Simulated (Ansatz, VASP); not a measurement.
W: VASP beside Ansatz

```
CELL_PARAMETERS angstrom
2.78813 0.00000 0.00000
-1.39407 2.41459 0.00000
0.00000 0.00000 4.97449
ATOMIC_POSITIONS crystal
W 0.33333 0.66667 0.25000
W 0.66667 0.33333 0.75000
```

Alike in both runs: functional RPBE; k mesh 13 × 13 × 7; occupations fermi-dirac, width 0.1 eV; no spin polarisation.

Ansatz relaxed the structure, and its values are those at the end. VASP's run is a single point on that final structure, the one shown.

|  | VASP | Ansatz |
| --- | --- | --- |
| version | VASP 6.6.1 | Ansatz 0.2.0 |
| potentials or method | VASP PAW PBE potentials, release 64 (W_sv), cutoff 520 eV | plane waves (420 eV) with PAW, scalar-relativistic |
| valence electrons in the cell | 28 | 28 |

|  | VASP | Ansatz | Ansatz less VASP |
| --- | --- | --- | --- |
| pressure (GPa) | 0.4 | 0.0 | -0.36 |

VASP's potentials were made for PBE, not for RPBE. The functional is the same, so the differences come from potentials, cutoffs and numerics.

Neither program's run includes spin-orbit coupling.
